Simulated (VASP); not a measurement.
# Si (P6/mmm) in VASP: a series of runs

The runs below take Si through single point, with r2SCAN.

Program: VASP 6.6.1. These are calculated values, not measurements. Logs are shortened: lines on timing, memory, paths and dates and some standing lists are left out, and cuts for length are marked.

## Step 1: The cell of the first run

It takes space group P6/mmm (No. 191, hexagonal). The conventional cell has a = 2.621 Å, b = 2.621 Å, c = 2.528 Å, α = 90.00°, β = 90.00°, γ = 120.00°. Si (site symmetry 6/mmm) has 8 Si at 2.53 to 2.62 Å within 3.3 Å.

## Step 2: Single point, r2SCAN (strain +0.000 along x and y, +0.025 along z)

Input file POSCAR:

```
Si
1.0
    2.6205428149      0.0000000000      0.0000000000
   -1.3102714075      2.2694566494      0.0000000000
    0.0000000000      0.0000000000      2.5280132497
Si
1
Direct
    0.0000000000      0.0000000000      0.0000000000
```

Input file INCAR.step1:

```
SYSTEM = Si
ALGO = Normal
EDIFF = 1E-4
ENCUT = 520
GGA = PE
ISMEAR = 0
LASPH = .TRUE.
LCHARG = .FALSE.
LREAL = .FALSE.
LWAVE = .TRUE.
NBANDS = 8
NELM = 60
PREC = Accurate
SIGMA = 0.15
```

Input file INCAR.step2:

```
SYSTEM = Si
ALGO = Normal
EDIFF = 1E-7
ENCUT = 520
ISIF = 2
ISMEAR = 0
ISTART = 1
LASPH = .TRUE.
LCHARG = .FALSE.
LMIXTAU = .TRUE.
LREAL = .FALSE.
LWAVE = .FALSE.
METAGGA = R2SCAN
NBANDS = 8
NELM = 60
PREC = Accurate
SIGMA = 0.15
```

Input file KPOINTS:

```
k-points
0
G
  24 24 20
  0 0 0
```

Potentials or basis: VASP PAW PBE potentials, release 64 (Si).

Started as:

```
> cat potpaw_PBE.64/Si/POTCAR > POTCAR
> cp INCAR.step1 INCAR
> mpirun -np 1 vasp_std > vasp.out
> cp INCAR.step2 INCAR
> mpirun -np 1 vasp_std > vasp.out
```

OUTCAR:

```text
SYSTEM = Si
   EDIFF = 1E-7
   ENCUT = 520
   ISIF = 2
   ISMEAR = 0
   ISTART = 1
   LASPH = .TRUE.
   LREAL = .FALSE.
   METAGGA = R2SCAN
   NELM = 60
   PREC = Accurate

 ion  position               nearest neighbor table
   1  0.000  0.000  0.000-

  LATTYP: Found a hexagonal cell.
 ALAT       =     2.6205428149
 C/A-ratio  =     0.9646906875

  Lattice vectors:

 A1 = (   2.6205428149,   0.0000000000,   0.0000000000)
 A2 = (  -1.3102714075,   2.2694566494,   0.0000000000)
 A3 = (   0.0000000000,   0.0000000000,   2.5280132497)

Analysis of symmetry for initial positions (statically):
=====================================================================
 Subroutine PRICEL returns:
 Original cell was already a primitive cell.

 Routine SETGRP: Setting up the symmetry group for a
 hexagonal supercell.

 Subroutine GETGRP returns: Found 24 space group operations
 (whereof 24 operations were pure point group operations)
 out of a pool of 24 trial point group operations.

The static configuration has the point symmetry D_6h.

Analysis of symmetry for dynamics (positions and initial velocities):
=====================================================================
 Subroutine PRICEL returns:
 Original cell was already a primitive cell.

 Routine SETGRP: Setting up the symmetry group for a
 hexagonal supercell.

 Subroutine GETGRP returns: Found 24 space group operations
 (whereof 24 operations were pure point group operations)
 out of a pool of 24 trial point group operations.

The dynamic configuration has the point symmetry D_6h.

 Subroutine INISYM returns: Found 24 space group operations
 (whereof 24 operations are pure point group operations),
 and found     1 'primitive' translations

----------------------------------------------------------------------------------------

                                     Primitive cell

  volume of cell :      15.0346

  direct lattice vectors                    reciprocal lattice vectors
     2.620542815  0.000000000  0.000000000     0.381600329  0.220317053  0.000000000
    -1.310271407  2.269456649  0.000000000     0.000000000  0.440634105  0.000000000
     0.000000000  0.000000000  2.528013250     0.000000000  0.000000000  0.395567547

  length of vectors
     2.620542815  2.620542815  2.528013250     0.440634105  0.440634105  0.395567547
[... 79 lines left out ...]
   EDIFF  = 0.1E-06   stopping-criterion for ELM
   LREAL  =      F    real-space projection
   EDIFFG = 0.1E-05   stopping-criterion for IOM
   NSW    =      0    number of steps for IOM
   IBRION =     -1    ionic relax: 0-MD 1-quasi-New 2-CG
   NFREE  =      0    steps in history (QN), initial steepest desc. (CG)
   ISIF   =      2    stress and relaxation
   ISYM   =      2    0-nonsym 1-usesym 2-fastsym
   POTIM  = 0.5000    time-step for ionic-motion
   TEBEG  =    0.0;   TEEND  =   0.0 temperature during run
   PSTRESS=    0.0 pullay stress
   NELECT =       4.0000    total number of electrons
   NUPDOWN=      -1.0000    fix difference up-down
   EMIN   =  10.00;   EMAX   =-10.00  energy-range for DOS
   EFERMI =   0.00;   METHOD = LEGACY
   ISMEAR =     0;   SIGMA  =   0.15  broadening in eV -4-tet -1-fermi 0-gaus
   EFERMI_NEDOS =   21; number of points for ismear=-14 and -15
   IALGO  =     38    algorithm
   IMIX   =      4    mixing-type and parameters
     AMIX     =   0.40;   BMIX     =  1.00
     AMIX_MAG =   1.60;   BMIX_MAG =  1.00
  volume/ion in A,a.u.               =      15.03       101.46
  Fermi-wavevector in a.u.,A,eV,Ry     =   1.052925  1.989739 15.084106  1.108651
  Thomas-Fermi vector in A             =   2.188026
   LORBIT       =      0    0 simple, 1 ext, 2 COOP (PROOUT), +10 PAW based schemes
   METAGGA = R2SCAN    functional components
   LHFCALC =     F    Hartree Fock is set to
   AEXX    =    0.0000 exact exchange contribution
   IVDW    =     0    specifies the selected vdW correction
   LEPSILON=     F    determine dielectric tensor
   LRPA    =     F    only Hartree local field effects (RPA)
 non-spin polarized calculation
 Gauss-broadening in eV      SIGMA  =   0.15
  energy-cutoff  :      520.00
  volume of cell :       15.03
 maximum number of plane-waves:       423
 NGX is ok and might be reduce to    20
   NGX =  9   NGY =  9   NGZ =  9

 number of electron       4.0000000 magnetization

 Free energy of the ion-electron system (eV)
  ---------------------------------------------------
  ext. energy  EPLUGINS =         0.00000000
  ---------------------------------------------------
  free energy    TOTEN  =        -8.32331683 eV

  energy without entropy =       -8.31934095  energy(sigma->0) =       -8.32132889

 E-fermi :   9.4039     XC(G=0): -11.5555

 val. band max:        9.3969542123   @ k =   0.2917   0.2917   0.4500
 cond. band min:       9.4080047428   @ k =   0.3750   0.2083   0.2500
 fundamental gap:      0.0110505305
 Fermi energy:         9.4039314393

 k-point     1 :       0.0000    0.0000    0.0000
  band No.  band energies     occupation
      1      -5.3140      2.00000
      2      16.8590      0.00000
      3      16.9877      0.00000
      4      20.6790      0.00000
      5      20.6790      0.00000
      6      22.5767      0.00000
      7      22.5767      0.00000
      8      28.2993      0.00000
[... 243 lines left out ...]
 k-point    24 :       0.4583    0.0417    0.0000
  band No.  band energies     occupation
      1       1.3536      2.00000
      2       2.7412      2.00000
      3      14.0511      0.00000
      4      17.5213      0.00000
      5      22.0767      0.00000
      6      24.6854      0.00000
      7      27.1259      0.00000
      8      29.1016      0.00000

 [... further k-points ...]

------------------------ aborting loop because EDIFF is reached ----------------------------------------

  FORCE on cell =-STRESS in cart. coord.  units (eV):
  Direction    XX          YY          ZZ          XY          YZ          ZX
  --------------------------------------------------------------------------------------
  -------------------------------------------------------------------------------------
  Total        0.1142095      0.1142095     -0.5221243     -0.0000000      0.0000000      0.0000000
  in kB       12.1708340     12.1708340    -55.6406253     -0.0000000      0.0000000      0.0000000
  external PRESSURE =     -10.4329858 kB  Pullay stress =       0.0000000 kB

 VOLUME and BASIS-vectors are now :
 -----------------------------------------------------------------------------
  energy-cutoff  :      520.00
  volume of cell :       15.03
      direct lattice vectors                 reciprocal lattice vectors
     2.620542815  0.000000000  0.000000000     0.381600329  0.220317053  0.000000000
    -1.310271407  2.269456649  0.000000000     0.000000000  0.440634105  0.000000000
     0.000000000  0.000000000  2.528013250     0.000000000  0.000000000  0.395567547

 POSITION                                       TOTAL-FORCE (eV/Angst)
 -----------------------------------------------------------------------------------
      0.00000      0.00000      0.00000         0.000000      0.000000      0.000000
 -----------------------------------------------------------------------------------
    total drift:                               -0.000000     -0.000000      0.000000

  FREE ENERGIE OF THE ION-ELECTRON SYSTEM (eV)
  ---------------------------------------------------
  free  energy   TOTEN  =        -8.3233168331 eV

  energy  without entropy=       -8.3193409540  energy(sigma->0) =       -8.32132889
```

OUTCAR.step1:

```text
SYSTEM = Si
   EDIFF = 1E-4
   ENCUT = 520
   GGA = PE
   ISMEAR = 0
   LASPH = .TRUE.
[... 483 lines left out ...]
 -----------------------------------------------------------------------------------
      0.00000      0.00000      0.00000        -0.000000      0.000000      0.000000
 -----------------------------------------------------------------------------------
    total drift:                                0.000000      0.000000      0.000000

  FREE ENERGIE OF THE ION-ELECTRON SYSTEM (eV)
  ---------------------------------------------------
  free  energy   TOTEN  =        -5.1124178804 eV

  energy  without entropy=       -5.1081072057  energy(sigma->0) =       -5.11026254
```

OSZICAR.step1:

```text
N       E                     dE             d eps       ncg     rms          rms(c)
DAV:   1    -0.240056460543E+01   -0.24006E+01   -0.18010E+03 11568   0.378E+02
DAV:   2    -0.510065471226E+01   -0.27001E+01   -0.25858E+01 15632   0.307E+01
DAV:   3    -0.511777003772E+01   -0.17115E-01   -0.17094E-01 12304   0.255E+00
DAV:   4    -0.511779049123E+01   -0.20454E-04   -0.20454E-04 17504   0.953E-02
DAV:   5    -0.511779049978E+01   -0.85538E-08   -0.85442E-08 12392   0.110E-03    0.286E+00
DAV:   6    -0.511465448463E+01    0.31360E-02   -0.16426E-03 12744   0.202E-01    0.163E+00
DAV:   7    -0.511241350698E+01    0.22410E-02   -0.37860E-03 12120   0.311E-01    0.160E-01
DAV:   8    -0.511241788044E+01   -0.43735E-05   -0.61002E-05 11200   0.538E-02
   1 F= -.51124179E+01 E0= -.51102625E+01  d E =-.431067E-02
```

Run time: 2.8 min. Hardware: 1 thread of Intel Xeon Platinum 8375C at 2.90GHz (Ice Lake), shared host; peak memory 0.17 GiB.

Results:

| Item | Value |
| --- | --- |
| Free energy | -8.3233 eV |
| Pressure | -1.0 GPa |
| Band gap on the k mesh | zero (band 2 reaches 16.86 eV, above the bottom of band 3 at 4.72 eV) |

Levels at points of the mesh, in eV from the Fermi level:
```tsv
k point	band 1	band 2	band 3	band 4	band 5	band 6
(0.00, 0.00, 0.00)	-14.72	7.46	7.58	11.28	11.28	13.17
(0.50, 0.00, 0.00)	-7.76	-7.05	5.69	7.03	12.75	15.13
(0.00, 0.00, 0.50)	-10.02	-7.45	14.85	14.85	15.75	15.75
(0.50, 0.00, 0.50)	-3.42	-2.13	-2.10	1.84	9.25	12.96
```

Caveat: the cell differs from its parent crystal (strain +0.000 along x and y, +0.025 along z); the PAW data sets were made with another functional, which shifts forces and pressure a little.

## Step 3: Single point, r2SCAN (strain +0.025 along x and y, -0.025 along z)

Input file POSCAR:

```
Si
1.0
    2.6860563853      0.0000000000      0.0000000000
   -1.3430281927      2.3261930656      0.0000000000
    0.0000000000      0.0000000000      2.4046955302
Si
1
Direct
    0.0000000000      0.0000000000      0.0000000000
```

Input file INCAR.step1:

```
  PREC = Accurate
  ENCUT = 520
  ISMEAR = 0
  SIGMA = 0.15
  LREAL = F
  LASPH = T
  NELM = 100
  NBANDS = 8
  GGA = PE
  ALGO = Normal
  EDIFF = 1E-4
  LWAVE = T
  LCHARG = F
```

Input file INCAR.step2:

```
  PREC = Accurate
  ENCUT = 520
  EDIFF = 1E-6
  ISMEAR = 0
  SIGMA = 0.15
  LREAL = F
  LASPH = T
  NELM = 100
  ALGO = Normal
  ISIF = 2
  LWAVE = F
  LCHARG = F
  METAGGA = R2SCAN
  LMIXTAU = T
  NBANDS = 8
  ISTART = 1
```

Input file KPOINTS:

```
Automatic mesh
0
Gamma
  24 24 20
```

Potentials or basis: VASP PAW PBE potentials, release 64 (Si).

Started as:

```
> cat potpaw_PBE.64/Si/POTCAR > POTCAR
> cp INCAR.step1 INCAR
> mpirun -np 1 vasp_std > vasp.out
> cp INCAR.step2 INCAR
> mpirun -np 1 vasp_std > vasp.out
```

Run time: 2.4 min. Hardware: 1 thread of Intel Xeon Platinum 8375C at 2.90GHz (Ice Lake), shared host; peak memory 0.17 GiB.

Results (log left out):

```
Free energy            : -8.3134 eV
Pressure               : 0.3 GPa
Band gap on the k mesh : zero (band 2 reaches 17.64 eV, above the bottom of band 3 at 4.56 eV)
```

Stress tensor (GPa, compression positive):
```
-3.14  0.00  0.00
 0.00 -3.14  0.00
 0.00  0.00  7.14
```

Levels at points of the mesh, in eV from the Fermi level:
```csv
k point,band 1,band 2,band 3,band 4,band 5,band 6
"(0.00, 0.00, 0.00)",-14.72,8.20,9.76,9.76,9.90,12.34
"(0.50, 0.00, 0.00)",-8.37,-7.14,4.69,6.41,14.67,17.23
"(0.00, 0.00, 0.50)",-9.01,-7.39,14.21,14.21,15.69,15.69
"(0.50, 0.00, 0.50)",-2.66,-2.64,-1.59,1.83,9.11,12.36
```

Caveat: the cell differs from its parent crystal (strain +0.025 along x and y, -0.025 along z); the PAW data sets were made with another functional, which shifts forces and pressure a little.

(Continued in part 2 of 2.)
